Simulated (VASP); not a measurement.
# K2H3Au (Imm2) in VASP: single point with PBEsol

Aim: the single point of K2H3Au with PBEsol.

Program: VASP 6.6.1. These are calculated values, not measurements. Logs are shortened: lines on timing, memory, paths and dates and some standing lists are left out, and cuts for length are marked.

**1. The cell of the first run**

It takes space group Imm2 (No. 44, orthorhombic). The conventional cell has a = 3.233 Å, b = 3.747 Å, c = 17.543 Å, α = 90.00°, β = 90.00°, γ = 90.00°. Within 3.4 Å of K (site symmetry mm2) lie 6 H at 2.59 to 2.68 Å and 2 K at 3.23 Å. Within 3.6 Å of K (site symmetry mm2) lie 8 H at 2.75 to 3.20 Å and 2 K at 3.23 Å and 2 Au at 3.47 Å. H (site symmetry mm2) has 2 Au at 1.85 Å within 2.5 Å. H (site symmetry mm2) has 1 Au at 1.73 Å within 2.3 Å. H (site symmetry mm2) has 6 K at 2.68 to 2.75 Å and 5 H at 3.23 to 3.47 Å within 3.5 Å. Within 2.3 Å of Au (site symmetry mm2) lie 3 H at 1.73 to 1.85 Å.

**2. Single point, PBEsol**

Input file INCAR:

```
SYSTEM = K2H3Au
  PREC = Accurate
  ENCUT = 520
  EDIFF = 1E-6
  ISMEAR = -1
  SIGMA = 0.03
  LREAL = .FALSE.
  LASPH = .TRUE.
  NELM = 100
  ALGO = Normal
  ISIF = 2
  LWAVE = .FALSE.
  LCHARG = .FALSE.
  GGA = PS
  NBANDS = 25
```

Input file KPOINTS:

```
Automatic mesh
0
G
  8 8 8
  0 0 0
```

Input file POSCAR:

```
K2H3Au
1.0
   -1.8736438308      1.6163759161      8.7713328216
    1.8736438308     -1.6163759161      8.7713328216
    1.8736438308      1.6163759161     -8.7713328216
K H Au
2 3 1
Direct
    0.1972041901      0.6972041901      0.5000000000
    0.0059922756      0.0059922756      0.0000000000
    0.3907759845      0.3907759845      0.0000000000
    0.7413355897      0.2413355897      0.5000000000
    0.5750222299      0.5750222299      0.0000000000
    0.8396707302      0.3396707302      0.5000000000
```

Potentials or basis: VASP PAW PBE potentials, release 64 (K_sv, H, Au).

Command:

```bash
> cat potpaw_PBE.64/K_sv/POTCAR potpaw_PBE.64/H/POTCAR potpaw_PBE.64/Au/POTCAR > POTCAR
> mpirun -np 1 vasp_std > vasp.out
```

OUTCAR:

```text
SYSTEM = K2H3Au
   PREC = Accurate
   ENCUT = 520
   EDIFF = 1E-6
   ISMEAR = -1
   LREAL = .FALSE.
   LASPH = .TRUE.
   NELM = 100
   ISIF = 2
   GGA = PS

 ion  position               nearest neighbor table
   1  0.197  0.697  0.500-   6 3.52   6 3.52   6 3.52   6 3.52
   2  0.006  0.006  0.000-   6 3.47   6 3.47
   3  0.391  0.391  0.000-   6 1.85   6 1.85
   4  0.741  0.241  0.500-   6 1.73
   5  0.575  0.575  0.000-
   6  0.840  0.340  0.500-   4 1.73   3 1.85   3 1.85   2 3.47   2 3.47   1 3.52   1 3.52   1 3.52
                             1 3.52

  LATTYP: Found a body centered orthorhombic cell.
 ALAT       =     3.2327518322
 B/A-ratio  =     1.1591634175
 C/A-ratio  =     5.4265426342

  Lattice vectors:

 A1 = (  -1.8736438308,  -1.6163759161,   8.7713328216)
 A2 = (   1.8736438308,   1.6163759161,   8.7713328216)
 A3 = (  -1.8736438308,   1.6163759161,  -8.7713328216)

Analysis of symmetry for initial positions (statically):
=====================================================================
 Subroutine PRICEL returns:
 Original cell was already a primitive cell.

 Routine SETGRP: Setting up the symmetry group for a
 body centered orthorhombic supercell.

 Subroutine GETGRP returns: Found  4 space group operations
 (whereof  4 operations were pure point group operations)
 out of a pool of  8 trial point group operations.

The static configuration has the point symmetry C_2v.

Analysis of symmetry for dynamics (positions and initial velocities):
=====================================================================
 Subroutine PRICEL returns:
 Original cell was already a primitive cell.

 Routine SETGRP: Setting up the symmetry group for a
 body centered orthorhombic supercell.

 Subroutine GETGRP returns: Found  4 space group operations
 (whereof  4 operations were pure point group operations)
 out of a pool of  8 trial point group operations.

The dynamic configuration has the point symmetry C_2v.

 Subroutine INISYM returns: Found  4 space group operations
 (whereof  4 operations are pure point group operations),
 and found     1 'primitive' translations

----------------------------------------------------------------------------------------

                                     Primitive cell

  volume of cell :     106.2564

  direct lattice vectors                    reciprocal lattice vectors
    -1.873643831  1.616375916  8.771332822     0.000000000  0.309333983  0.057003880
     1.873643831 -1.616375916  8.771332822     0.266859684  0.000000000  0.057003880
     1.873643831  1.616375916 -8.771332822     0.266859684  0.309333983  0.000000000

  length of vectors
     9.113698030  9.113698030  9.113698030     0.314542454  0.272880071  0.408535927

  position of ions in fractional coordinates (direct lattice)
     0.197204190  0.697204190  0.500000000
     0.005992276  0.005992276  0.000000000
     0.390775985  0.390775985  0.000000000
     0.741335590  0.241335590  0.500000000
     0.575022230  0.575022230  0.000000000
     0.839670730  0.339670730  0.500000000

  ion indices of the primitive-cell ions
   primitive index   ion index
                 1           1
                 2           2
                 3           3
                 4           4
                 5           5
                 6           6

----------------------------------------------------------------------------------------

 KPOINTS: Automatic mesh

Automatic generation of k-mesh.
 Grid dimensions read from file:
 generate k-points for:    8    8    8

 Generating k-lattice:

  Cartesian coordinates                     Fractional coordinates (reciprocal lattice)
     0.000000000  0.038666748  0.007125485     0.125000000 -0.000000000  0.000000000
     0.033357460  0.000000000  0.007125485    -0.000000000  0.125000000  0.000000000
     0.033357460  0.038666748  0.000000000     0.000000000 -0.000000000  0.125000000

  Length of vectors
     0.039317807  0.034110009  0.051066991

  Shift w.r.t. Gamma in fractional coordinates (k-lattice)
     0.000000000  0.000000000  0.000000000

 Subroutine IBZKPT returns following result:
 ===========================================

 Found     95 irreducible k-points:

 Following reciprocal coordinates:
            Coordinates               Weight
  0.000000  0.000000  0.000000      1.000000
  0.125000  0.000000 -0.000000      4.000000
  0.250000  0.000000 -0.000000      4.000000
  0.375000  0.000000 -0.000000      4.000000
  0.500000  0.000000 -0.000000      2.000000
  0.000000  0.125000 -0.000000      4.000000
[... 16 lines left out ...]
  0.125000  0.375000 -0.000000      8.000000
  0.250000  0.375000 -0.000000      8.000000
 [... further k-points ...]
   k-points           NKPTS =     95   k-points in BZ     NKDIM =     95   number of bands    NBANDS=     25
   number of dos      NEDOS =    301   number of ions     NIONS =      6
   total plane-waves  NPLWV = 343000
   dimension x,y,z NGX =    70 NGY =   70 NGZ =   70
   dimension x,y,z NGXF=   140 NGYF=  140 NGZF=  140
   ions per type =               2   3   1
   NGX,Y,Z   is equivalent  to a cutoff of  12.77, 12.77, 12.77 a.u.
   NGXF,Y,Z  is equivalent  to a cutoff of  25.54, 25.54, 25.54 a.u.
 SYSTEM =  K2H3Au
   PREC   = accura    normal or accurate (medium, high low for compatibility)
   ISTART =      0    job   : 0-new  1-cont  2-samecut
   ICHARG =      2    charge: 1-file 2-atom 10-const
   ISPIN  =      1    spin polarized calculation?
   LNONCOLLINEAR =      F non collinear calculations
   LSORBIT =      F    spin-orbit coupling
   LASPH  =      T    aspherical Exc in radial PAW
   ENCUT  =  520.0 eV  38.22 Ry    6.18 a.u.  16.95 16.95 16.95*2*pi/ulx,y,z
   NELM   =    100;   NELMIN=  2; NELMDL= -5     # of ELM steps
   EDIFF  = 0.1E-05   stopping-criterion for ELM
   LREAL  =      F    real-space projection
   EDIFFG = 0.1E-04   stopping-criterion for IOM
   NSW    =      0    number of steps for IOM
   IBRION =     -1    ionic relax: 0-MD 1-quasi-New 2-CG
   NFREE  =      0    steps in history (QN), initial steepest desc. (CG)
   ISIF   =      2    stress and relaxation
   ISYM   =      2    0-nonsym 1-usesym 2-fastsym
   POTIM  = 0.5000    time-step for ionic-motion
   TEBEG  =    0.0;   TEEND  =   0.0 temperature during run
   PSTRESS=    0.0 pullay stress
   NELECT =      32.0000    total number of electrons
   NUPDOWN=      -1.0000    fix difference up-down
   EMIN   =  10.00;   EMAX   =-10.00  energy-range for DOS
   EFERMI =   0.00;   METHOD = LEGACY
   ISMEAR =    -1;   SIGMA  =   0.03  broadening in eV -4-tet -1-fermi 0-gaus
   EFERMI_NEDOS =   21; number of points for ismear=-14 and -15
   IALGO  =     38    algorithm
   IMIX   =      4    mixing-type and parameters
     AMIX     =   0.40;   BMIX     =  1.00
     AMIX_MAG =   1.60;   BMIX_MAG =  1.00
  volume/ion in A,a.u.               =      17.71       119.51
  Fermi-wavevector in a.u.,A,eV,Ry     =   1.097337  2.073665 16.383420  1.204147
  Thomas-Fermi vector in A             =   2.233695
   LORBIT       =      0    0 simple, 1 ext, 2 COOP (PROOUT), +10 PAW based schemes
   GGA     = PS    functional components
   LHFCALC =     F    Hartree Fock is set to
   AEXX    =    0.0000 exact exchange contribution
   IVDW    =     0    specifies the selected vdW correction
   LEPSILON=     F    determine dielectric tensor
   LRPA    =     F    only Hartree local field effects (RPA)
 non-spin polarized calculation
  energy-cutoff  :      520.00
  volume of cell :      106.26
 maximum number of plane-waves:      2892
 NGX is ok and might be reduce to    70
   NGX = 33   NGY = 33   NGZ = 33

 number of electron      32.0000001 magnetization

 Free energy of the ion-electron system (eV)
  ---------------------------------------------------
  ext. energy  EPLUGINS =         0.00000000
  ---------------------------------------------------
  free energy    TOTEN  =       -16.49588046 eV

  energy without entropy =      -16.49588011  energy(sigma->0) =      -16.49588028

 E-fermi :   1.0654     XC(G=0):  -8.6062

 val. band max:        0.6896588951   @ k =   0.5000  -0.3750   0.1250
 cond. band min:       1.3990348707   @ k =   0.0000   0.5000  -0.0000
 fundamental gap:      0.7093759756
 Fermi energy:         1.0654376608

 k-point     1 :       0.0000    0.0000    0.0000
  band No.  band energies     occupation
      1     -29.0026      2.00000
      2     -28.7866      2.00000
      3     -12.6654      2.00000
      4     -12.3569      2.00000
      5     -12.3350      2.00000
      6     -12.2484      2.00000
[... 17 lines left out ...]
     24       9.4326      0.00000
     25       9.8152      0.00000

 k-point     2 :       0.1250    0.0000   -0.0000
  band No.  band energies     occupation
      1     -28.9857      2.00000
      2     -28.7692      2.00000
      3     -12.6398      2.00000
      4     -12.3405      2.00000
      5     -12.3179      2.00000
      6     -12.2999      2.00000
[... 17 lines left out ...]
     24       8.3096      0.00000
     25       9.2247      0.00000

 k-point     3 :       0.2500    0.0000   -0.0000
  band No.  band energies     occupation
      1     -28.9445      2.00000
      2     -28.7265      2.00000
      3     -12.6483      2.00000
      4     -12.5774      2.00000
      5     -12.4554      2.00000
      6     -12.3006      2.00000
[... 17 lines left out ...]
     24       8.3225      0.00000
     25       8.7761      0.00000

 k-point     4 :       0.3750    0.0000   -0.0000
  band No.  band energies     occupation
      1     -28.9026      2.00000
      2     -28.6832      2.00000
      3     -12.9713      2.00000
      4     -12.7966      2.00000
      5     -12.5163      2.00000
      6     -12.2602      2.00000
[... 17 lines left out ...]
     24       8.0064      0.00000
     25       8.3622      0.00000
[... 477 lines left out ...]
 k-point    22 :       0.0000    0.3750    0.0000
  band No.  band energies     occupation
      1     -28.9803      2.00000
      2     -28.7628      2.00000
      3     -12.6698      2.00000
      4     -12.6486      2.00000
      5     -12.5345      2.00000
      6     -12.3047      2.00000
[... 17 lines left out ...]
     24       9.4110      0.00000
     25       9.7146      0.00000

 k-point    23 :       0.1250    0.3750   -0.0000
  band No.  band energies     occupation
      1     -28.9637      2.00000
      2     -28.7458      2.00000
      3     -12.6449      2.00000
      4     -12.6220      2.00000
      5     -12.5100      2.00000
      6     -12.2848      2.00000
[... 17 lines left out ...]
     24       8.5827      0.00000
     25       9.2123      0.00000

 k-point    24 :       0.2500    0.3750   -0.0000
  band No.  band energies     occupation
      1     -28.9234      2.00000
      2     -28.7043      2.00000
      3     -12.6107      2.00000
      4     -12.5769      2.00000
      5     -12.5572      2.00000
      6     -12.4530      2.00000
[... 17 lines left out ...]
     24       7.9874      0.00000
     25       8.5247      0.00000

 [... further k-points ...]
[... 5 lines left out ...]
  --------------------------------------------------------------------------------------
  -------------------------------------------------------------------------------------
  Total        0.0148601     -0.0055938     -0.0128553      0.0000000      0.0000000      0.0000000
  in kB        0.2240667     -0.0843459     -0.1938376      0.0000000      0.0000000      0.0000000
  external PRESSURE =      -0.0180389 kB  Pullay stress =       0.0000000 kB

 VOLUME and BASIS-vectors are now :
 -----------------------------------------------------------------------------
  energy-cutoff  :      520.00
  volume of cell :      106.26
      direct lattice vectors                 reciprocal lattice vectors
    -1.873643831  1.616375916  8.771332822     0.000000000  0.309333983  0.057003880
     1.873643831 -1.616375916  8.771332822     0.266859684  0.000000000  0.057003880
     1.873643831  1.616375916 -8.771332822     0.266859684  0.309333983  0.000000000

 POSITION                                       TOTAL-FORCE (eV/Angst)
 -----------------------------------------------------------------------------------
      1.87364      0.00000      3.45949         0.000000      0.000000     -0.001902
      0.00000      0.00000      0.10512         0.000000      0.000000     -0.003727
      0.00000      0.00000      6.85525         0.000000      0.000000      0.000226
     -0.00000      1.61638      4.23367        -0.000000     -0.000000      0.010830
      0.00000      0.00000     10.08742         0.000000      0.000000     -0.001269
     -0.00000      1.61638      5.95873         0.000000      0.000000     -0.004158
 -----------------------------------------------------------------------------------
    total drift:                               -0.000000     -0.000000      0.000110

  FREE ENERGIE OF THE ION-ELECTRON SYSTEM (eV)
  ---------------------------------------------------
  free  energy   TOTEN  =       -16.4958804615 eV

  energy  without entropy=      -16.4958801081  energy(sigma->0) =      -16.49588028
```

It took 14 min on 1 thread of Intel Xeon Platinum 8559C (Emerald Rapids), shared host; peak memory 0.83 GiB.

What came out:

```yaml
Free_energy: -16.4959 eV
Pressure: 0.0 GPa
Largest_force: 0.011 eV/Å
Band_gap_on_the_k_mesh: 0.71 eV, indirect (least direct gap 1.67 eV)
```

Forces in eV/Å, atoms in the order of the input:
```
K    0.000  0.000 -0.002
K    0.000  0.000 -0.004
H    0.000  0.000  0.000
H    0.000  0.000  0.011
H    0.000  0.000 -0.001
Au   0.000  0.000 -0.004
```

Caveat: the PAW data sets were made with another functional, which shifts forces and pressure a little; spin-orbit coupling is left out, which moves the levels of the heavy elements.
